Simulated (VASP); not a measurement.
# W in VASP: further runs

Runs on W. Level: PBEsol. Tasks: single point.

Program: VASP 6.6.1. These are calculated values, not measurements. Logs are shortened: lines on timing, memory, paths and dates and some standing lists are left out, and cuts for length are marked.

**1. The cell of the first run**

The structure is cubic, space group Im-3m (No. 229). Conventional cell: a = 3.060 Å, b = 3.060 Å, c = 3.060 Å, α = 90.00°, β = 90.00°, γ = 90.00°. Within 3.5 Å of W (site symmetry m-3m) lie 14 W at 2.65 to 3.06 Å.

**2. Single point, PBEsol (strain -0.030 along x and y, -0.030 along z)**

File INCAR:

```
ALGO     = Normal         # electronic algorithm
EDIFF    = 1E-7           # SCF threshold, eV
ENCUT    = 520            # plane-wave cutoff, eV
GGA      = PS             # functional
ISIF     = 2              # what is computed and relaxed
ISMEAR   = 0              # smearing method
LASPH    = True           # aspherical terms in the spheres
LCHARG   = False          # write CHGCAR
LREAL    = False          # projectors in reciprocal space
LWAVE    = False          # write WAVECAR
NBANDS   = 13             # bands
NELM     = 100            # most SCF steps
PREC     = Accurate       # precision mode
SIGMA    = 0.15           # smearing width, eV
```

File KPOINTS:

```
k-points
0
Gamma
  26 26 26
```

File POSCAR:

```
W
1.0
   -1.5298647342      1.5298647342      1.5298647342
    1.5298647342     -1.5298647342      1.5298647342
    1.5298647342      1.5298647342     -1.5298647342
W
1
Direct
    0.0000000000      0.0000000000      0.0000000000
```

Potentials or basis: VASP PAW PBE potentials, release 64 (W_sv).

Run with:

```console
cat potpaw_PBE.64/W_sv/POTCAR > POTCAR
mpirun -np 1 vasp_std > vasp.out
```

OUTCAR:

```text
EDIFF = 1E-7
   ENCUT = 520
   GGA = PS
   ISIF = 2
   ISMEAR = 0
   LASPH = True
   LREAL = False
   NELM = 100
   PREC = Accurate

 ion  position               nearest neighbor table
   1  0.000  0.000  0.000-

  LATTYP: Found a body centered cubic cell.
 ALAT       =     3.0597294684

  Lattice vectors:

 A1 = (  -1.5298647342,   1.5298647342,   1.5298647342)
 A2 = (   1.5298647342,  -1.5298647342,   1.5298647342)
 A3 = (   1.5298647342,   1.5298647342,  -1.5298647342)

Analysis of symmetry for initial positions (statically):
=====================================================================
 Subroutine PRICEL returns:
 Original cell was already a primitive cell.

 Routine SETGRP: Setting up the symmetry group for a
 body centered cubic supercell.

 Subroutine GETGRP returns: Found 48 space group operations
 (whereof 48 operations were pure point group operations)
 out of a pool of 48 trial point group operations.

The static configuration has the point symmetry O_h .

Analysis of symmetry for dynamics (positions and initial velocities):
=====================================================================
 Subroutine PRICEL returns:
 Original cell was already a primitive cell.

 Routine SETGRP: Setting up the symmetry group for a
 body centered cubic supercell.

 Subroutine GETGRP returns: Found 48 space group operations
 (whereof 48 operations were pure point group operations)
 out of a pool of 48 trial point group operations.

The dynamic configuration has the point symmetry O_h .

 Subroutine INISYM returns: Found 48 space group operations
 (whereof 48 operations are pure point group operations),
 and found     1 'primitive' translations

----------------------------------------------------------------------------------------

                                     Primitive cell

  volume of cell :      14.3225

  direct lattice vectors                    reciprocal lattice vectors
    -1.529864734  1.529864734  1.529864734     0.000000000  0.326826280  0.326826280
     1.529864734 -1.529864734  1.529864734     0.326826280  0.000000000  0.326826280
     1.529864734  1.529864734 -1.529864734     0.326826280  0.326826280  0.000000000

  length of vectors
     2.649803448  2.649803448  2.649803448     0.462202158  0.462202158  0.462202158

  position of ions in fractional coordinates (direct lattice)
[... 83 lines left out ...]
   ISIF   =      2    stress and relaxation
   ISYM   =      2    0-nonsym 1-usesym 2-fastsym
   POTIM  = 0.5000    time-step for ionic-motion
   TEBEG  =    0.0;   TEEND  =   0.0 temperature during run
   PSTRESS=    0.0 pullay stress
   NELECT =      14.0000    total number of electrons
   NUPDOWN=      -1.0000    fix difference up-down
   EMIN   =  10.00;   EMAX   =-10.00  energy-range for DOS
   EFERMI =   0.00;   METHOD = LEGACY
   ISMEAR =     0;   SIGMA  =   0.15  broadening in eV -4-tet -1-fermi 0-gaus
   EFERMI_NEDOS =   21; number of points for ismear=-14 and -15
   IALGO  =     38    algorithm
   IMIX   =      4    mixing-type and parameters
     AMIX     =   0.40;   BMIX     =  1.00
     AMIX_MAG =   1.60;   BMIX_MAG =  1.00
  volume/ion in A,a.u.               =      14.32        96.65
  Fermi-wavevector in a.u.,A,eV,Ry     =   1.624717  3.070271 35.915386  2.639706
  Thomas-Fermi vector in A             =   2.717958
   LORBIT       =      0    0 simple, 1 ext, 2 COOP (PROOUT), +10 PAW based schemes
   GGA     = PS    functional components
   LHFCALC =     F    Hartree Fock is set to
   AEXX    =    0.0000 exact exchange contribution
   IVDW    =     0    specifies the selected vdW correction
   LEPSILON=     F    determine dielectric tensor
   LRPA    =     F    only Hartree local field effects (RPA)
 non-spin polarized calculation
 Gauss-broadening in eV      SIGMA  =   0.15
  energy-cutoff  :      520.00
  volume of cell :       14.32
 maximum number of plane-waves:       398
   NGX =  9   NGY =  9   NGZ =  9

 number of electron      13.9999996 magnetization

 Free energy of the ion-electron system (eV)
  ---------------------------------------------------
  ext. energy  EPLUGINS =         0.00000000
  ---------------------------------------------------
  free energy    TOTEN  =       -13.65876672 eV

  energy without entropy =      -13.65411535  energy(sigma->0) =      -13.65644104

 E-fermi :  12.8288     XC(G=0): -14.3452

 val. band max:       12.8199514659   @ k =  -0.3462   0.3846   0.2692
 cond. band min:      12.8427660266   @ k =  -0.1538   0.1923   0.1154
 fundamental gap:      0.0228145607
 Fermi energy:        12.8288077687

 k-point     1 :       0.0000    0.0000    0.0000
  band No.  band energies     occupation
      1     -61.2351      2.00000
      2     -24.6097      2.00000
      3     -24.6097      2.00000
      4     -24.6097      2.00000
      5       2.5977      2.00000
      6      11.3734      2.00000
      7      11.3734      2.00000
      8      11.3734      2.00000
      9      15.2750      0.00000
     10      15.2750      0.00000
     11      27.5570      0.00000
     12      27.5570      0.00000
     13      27.5570      0.00000
[... 354 lines left out ...]
  band No.  band energies     occupation
      1     -61.0426      2.00000
      2     -26.2546      2.00000
      3     -25.1416      2.00000
      4     -24.6356      2.00000
      5       5.9636      2.00000
      6       8.8969      2.00000
      7      12.5085      1.99747
      8      15.3028      0.00000
      9      16.1928      0.00000
     10      18.6638      0.00000
     11      25.3962      0.00000
     12      26.7501      0.00000
     13      32.8916      0.00000

 [... further k-points ...]

------------------------ aborting loop because EDIFF is reached ----------------------------------------

  FORCE on cell =-STRESS in cart. coord.  units (eV):
  Direction    XX          YY          ZZ          XY          YZ          ZX
  --------------------------------------------------------------------------------------
  -------------------------------------------------------------------------------------
  Total        3.2957265      3.2957265      3.2957265      0.0000000      0.0000000      0.0000000
  in kB      368.6741217    368.6741217    368.6741217      0.0000000      0.0000000      0.0000000
  external PRESSURE =     368.6741217 kB  Pullay stress =       0.0000000 kB

 VOLUME and BASIS-vectors are now :
 -----------------------------------------------------------------------------
  energy-cutoff  :      520.00
  volume of cell :       14.32
      direct lattice vectors                 reciprocal lattice vectors
    -1.529864734  1.529864734  1.529864734     0.000000000  0.326826280  0.326826280
     1.529864734 -1.529864734  1.529864734     0.326826280  0.000000000  0.326826280
     1.529864734  1.529864734 -1.529864734     0.326826280  0.326826280  0.000000000

 POSITION                                       TOTAL-FORCE (eV/Angst)
 -----------------------------------------------------------------------------------
      0.00000      0.00000      0.00000         0.000000      0.000000      0.000000
 -----------------------------------------------------------------------------------
    total drift:                               -0.000000     -0.000000      0.000000

  FREE ENERGIE OF THE ION-ELECTRON SYSTEM (eV)
  ---------------------------------------------------
  free  energy   TOTEN  =       -13.6587667198 eV

  energy  without entropy=      -13.6541153522  energy(sigma->0) =      -13.65644104
```

OSZICAR:

```text
N       E                     dE             d eps       ncg     rms          rms(c)
DAV:   1     0.828898598629E+02    0.82890E+02   -0.74081E+03 13374   0.124E+03
DAV:   2    -0.127149137231E+02   -0.95605E+02   -0.91855E+02 14851   0.319E+02
DAV:   3    -0.142612696637E+02   -0.15464E+01   -0.15421E+01 14516   0.390E+01
DAV:   4    -0.142664887861E+02   -0.52191E-02   -0.52190E-02 14951   0.252E+00
DAV:   5    -0.142665252232E+02   -0.36437E-04   -0.36438E-04 14741   0.197E-01    0.261E+01
DAV:   6    -0.138018986931E+02    0.46463E+00   -0.33215E-01 13941   0.790E+00    0.114E+01
DAV:   7    -0.136637298778E+02    0.13817E+00   -0.19524E-01 14876   0.575E+00    0.461E-01
DAV:   8    -0.136587650470E+02    0.49648E-02   -0.45862E-03 13511   0.934E-01    0.537E-02
DAV:   9    -0.136587681872E+02   -0.31402E-05   -0.50209E-05 15449   0.859E-02    0.505E-02
DAV:  10    -0.136587666698E+02    0.15174E-05   -0.97135E-06 14636   0.444E-02    0.162E-03
DAV:  11    -0.136587667198E+02   -0.49973E-07   -0.18336E-07 12261   0.506E-03
   1 F= -.13658767E+02 E0= -.13656441E+02  d E =-.465137E-02
```

Run time: 2.2 min. Hardware: 1 thread of Intel Xeon 8259CL, shared host; peak memory 0.17 GiB.

What came out:

```
Free energy            : -13.6588 eV
Pressure               : 36.9 GPa
Band gap on the k mesh : zero (bands 7 and 8 overlap by 7.38 eV)
```

Levels at points of the mesh, in eV from the Fermi level:
| k point | band 5 | band 6 | band 7 | band 8 | band 9 | band 10 |
| --- | --- | --- | --- | --- | --- | --- |
| (0.00, 0.00, 0.00) | -10.23 | -1.46 | -1.46 | -1.46 | 2.45 | 2.45 |
| (0.50, 0.00, 0.00) | -7.02 | -4.14 | 1.09 | 2.42 | 3.53 | 7.10 |
| (0.50, 0.50, 0.50) | -6.76 | -6.76 | 5.92 | 5.92 | 5.92 | 9.11 |

Caveat: the cell differs from its parent crystal (strain -0.030 along x and y, -0.030 along z); the cell stands under pressure; the PAW data sets were made with another functional, which shifts forces and pressure a little; spin-orbit coupling is left out, which moves the levels of the heavy elements.

**3. Single point, PBEsol (strain -0.015 along x and y, -0.015 along z)**

File INCAR:

```
PREC     = Accurate       # precision mode
ENCUT    = 520            # plane-wave cutoff, eV
EDIFF    = 1E-7           # SCF threshold, eV
ISMEAR   = 0              # smearing method
SIGMA    = 0.15           # smearing width, eV
LREAL    = F              # projectors in reciprocal space
LASPH    = T              # aspherical terms in the spheres
NELM     = 80             # most SCF steps
ALGO     = Fast           # electronic algorithm
ISIF     = 2              # what is computed and relaxed
LWAVE    = F              # write WAVECAR
LCHARG   = T              # write CHGCAR
GGA      = PS             # functional
LELF     = T              # ELF
LVHAR    = T            
NBANDS   = 13             # bands
```

File KPOINTS:

```
Automatic mesh
0
Gamma
  26 26 26
```

File POSCAR:

```
W
1.0
   -1.5535224363      1.5535224363      1.5535224363
    1.5535224363     -1.5535224363      1.5535224363
    1.5535224363      1.5535224363     -1.5535224363
W
1
Direct
    0.0000000000      0.0000000000      0.0000000000
```

Potentials or basis: VASP PAW PBE potentials, release 64 (W_sv).

Run with:

```console
cat potpaw_PBE.64/W_sv/POTCAR > POTCAR
mpirun -np 1 vasp_std > vasp.out
```

Wall time 3.2 min (1 thread of Intel Xeon 8259CL, shared host); peak memory 0.17 GiB.

Results (log left out):

* Free energy: -13.7708 eV
* Pressure: 16.9 GPa
* Band gap on the k mesh: zero (bands 7 and 8 overlap by 6.93 eV)

Levels at points of the mesh, in eV from the Fermi level:
```
           k point  band 4  band 5  band 6  band 7  band 8  band 9  band 10  band 11
(0.00, 0.00, 0.00)  -37.57   -9.98   -1.35   -1.35   -1.35    2.35     2.35    14.64
(0.50, 0.00, 0.00)  -37.58   -6.68   -3.88    0.89    2.28    3.33     6.66    11.62
(0.50, 0.50, 0.50)  -38.64   -6.34   -6.34    5.57    5.57    5.57     8.70     8.70
```

Caveat: the cell differs from its parent crystal (strain -0.015 along x and y, -0.015 along z); the cell stands under pressure; the PAW data sets were made with another functional, which shifts forces and pressure a little; spin-orbit coupling is left out, which moves the levels of the heavy elements.

**4. Single point, PBEsol (strain +0.015 along x and y, +0.015 along z)**

File INCAR:

```
SYSTEM = W
ALGO = Normal ; EDIFF = 1E-6
ENCUT = 520 ; GGA = PS
ISIF = 2 ; ISMEAR = 0
LASPH = .True. ; LCHARG = .False.
LREAL = .False. ; LWAVE = .False.
NBANDS = 13 ; NELM = 100
PREC = Accurate ; SIGMA = 0.15
```

File KPOINTS:

```
k-points
0
Gamma
  26 26 26
  0 0 0
```

File POSCAR:

```
W
1.0
   -1.6008378405      1.6008378405      1.6008378405
    1.6008378405     -1.6008378405      1.6008378405
    1.6008378405      1.6008378405     -1.6008378405
W
1
Direct
    0.0000000000      0.0000000000      0.0000000000
```

Run with:

```console
cat potpaw_PBE.64/W_sv/POTCAR > POTCAR
mpirun -np 1 vasp_std > vasp.out
```

Wall time 3.2 min (1 thread of Intel Xeon 8259CL, shared host); peak memory 0.2 GiB.

The run converged. Its results:

```yaml
Free_energy: -13.7796 eV
Pressure: -12.7 GPa
Band_gap_on_the_k_mesh: zero (bands 7 and 8 overlap by 6.11 eV)
```

Levels at points of the mesh, in eV from the Fermi level:
| k point | band 5 | band 6 | band 7 | band 8 | band 9 | band 10 |
| --- | --- | --- | --- | --- | --- | --- |
| (0.00, 0.00, 0.00) | -9.46 | -1.17 | -1.17 | -1.17 | 2.16 | 2.16 |
| (0.50, 0.00, 0.00) | -6.06 | -3.41 | 0.59 | 2.03 | 2.97 | 5.86 |
| (0.50, 0.50, 0.50) | -5.57 | -5.57 | 4.93 | 4.93 | 4.93 | 7.98 |

Caveat: the cell differs from its parent crystal (strain +0.015 along x and y, +0.015 along z); the cell stands under tension; the PAW data sets were made with another functional, which shifts forces and pressure a little; spin-orbit coupling is left out, which moves the levels of the heavy elements.

**5. Single point, PBEsol (strain +0.030 along x and y, +0.030 along z)**

File INCAR:

```
ALGO = Normal ; EDIFF = 1E-7
ENCUT = 520 ; GGA = PS
ISIF = 2 ; ISMEAR = 0
LASPH = T ; LCHARG = F
LREAL = F ; LWAVE = F
NBANDS = 13 ; NELM = 80
PREC = Accurate ; SIGMA = 0.15
```

File KPOINTS:

```
k-points
0
Gamma
  26 26 26
```

File POSCAR:

```
W
1.0
   -1.6244955426      1.6244955426      1.6244955426
    1.6244955426     -1.6244955426      1.6244955426
    1.6244955426      1.6244955426     -1.6244955426
W
1
Direct
    0.0000000000      0.0000000000      0.0000000000
```

Run with:

```console
cat potpaw_PBE.64/W_sv/POTCAR > POTCAR
mpirun -np 1 vasp_std > vasp.out
```

It took 4.1 min on 1 thread of Intel Xeon 8259CL, shared host; peak memory 0.2 GiB.

The run converged. Its results:

```
Free energy            : -13.6954 eV
Pressure               : -23.5 GPa
Band gap on the k mesh : zero (bands 7 and 8 overlap by 5.74 eV)
```

Levels at points of the mesh, in eV from the Fermi level:
| k point | band 3 | band 4 | band 5 | band 6 | band 7 | band 8 | band 9 | band 10 | band 11 | band 12 |
| --- | --- | --- | --- | --- | --- | --- | --- | --- | --- | --- |
| (0.00, 0.00, 0.00) | -37.91 | -37.91 | -9.20 | -1.10 | -1.10 | -1.10 | 2.06 | 2.06 | 14.37 | 14.37 |
| (0.50, 0.00, 0.00) | -38.24 | -37.91 | -5.78 | -3.20 | 0.48 | 1.92 | 2.80 | 5.50 | 9.85 | 11.31 |
| (0.50, 0.50, 0.50) | -38.61 | -38.61 | -5.23 | -5.23 | 4.64 | 4.64 | 4.64 | 7.67 | 7.67 | 7.67 |

Caveat: the cell differs from its parent crystal (strain +0.030 along x and y, +0.030 along z); the cell stands under tension; the PAW data sets were made with another functional, which shifts forces and pressure a little; spin-orbit coupling is left out, which moves the levels of the heavy elements.

**6. Single point, PBEsol (strain -0.030 along x and y, -0.015 along z)**

INCAR: that of step 5 with these lines changed.

```diff
@@ -1,2 +1,2 @@
-ALGO = Normal ; EDIFF = 1E-7
+ALGO = Fast ; EDIFF = 1E-6
 ENCUT = 520 ; GGA = PS
```

KPOINTS is that of step 5.

File POSCAR:

```
W
1.0
   -1.5298647342      1.5298647342      1.5535224363
    1.5298647342     -1.5298647342      1.5535224363
    1.5298647342      1.5298647342     -1.5535224363
W
1
Direct
    0.0000000000      0.0000000000      0.0000000000
```

Potentials or basis: VASP PAW PBE potentials, release 64 (W_sv).

Run with:

```console
cat potpaw_PBE.64/W_sv/POTCAR > POTCAR
mpirun -np 1 vasp_std > vasp.out
```

Wall time 6.9 min (1 thread of Intel Xeon 8259CL, shared host); peak memory 0.3 GiB.

The run converged. Its results:

```yaml
Free_energy: -13.7020 eV
Pressure: 29.9 GPa
Band_gap_on_the_k_mesh: zero (bands 7 and 8 overlap by 7.05 eV)
```

Stress tensor (GPa, compression positive):
```
31.94  0.00  0.00
 0.00 31.94  0.00
 0.00  0.00 25.74
```

Levels at points of the mesh, in eV from the Fermi level:
```
           k point  band 4  band 5  band 6  band 7  band 8  band 9  band 10  band 11
(0.00, 0.00, 0.00)  -37.48  -10.15   -1.49   -1.49   -1.27    2.26     2.56    14.50
(0.50, 0.00, 0.00)  -37.49   -6.90   -3.97    0.98    2.25    3.43     6.93    11.71
(0.50, 0.50, 0.00)  -37.51   -6.91   -4.20    1.11    2.58    3.57     6.99    11.66
(0.50, 0.50, 0.50)  -38.64   -6.64   -6.59    5.75    5.83    5.83     8.69     9.11
```

Caveat: the cell differs from its parent crystal (strain -0.030 along x and y, -0.015 along z); the stress differs along the axes, from 26 to 32 GPa; the PAW data sets were made with another functional, which shifts forces and pressure a little; spin-orbit coupling is left out, which moves the levels of the heavy elements.

**7. The runs side by side**

```csv
cell,gap on the mesh (eV),pressure (GPa)
"a = 2.650 Å, angles 109.5°, 1 atom",none,36.9
"a = 2.691 Å, angles 109.5°, 1 atom",none,16.9
"a = 2.773 Å, angles 109.5°, 1 atom",none,-12.7
"a = 2.814 Å, angles 109.5°, 1 atom",none,-23.5
"a = 2.664 Å, angles 109.9, 109.9, 108.6°, 1 atom",none,29.9
```

Alike in all rows: task single point; level PBEsol; potentials or basis VASP PAW PBE potentials, release 64 (W_sv); no spin polarisation; k mesh 26 × 26 × 26; cutoff (eV) 520; smearing gaussian 0.15 eV.

Caveats: the PAW data sets were made with another functional, which shifts forces and pressure a little; spin-orbit coupling is left out, which moves the levels of the heavy elements; the cell stands under pressure (at least some runs); the cell stands under tension (at least some runs); the stress differs along the axes, from 26 to 32 GPa (at least some runs).

Total energies depend on the potentials used, so only differences within one code and one set of settings carry meaning.

The gap in the log of VASP goes by the Fermi energy; the results here count the filled bands.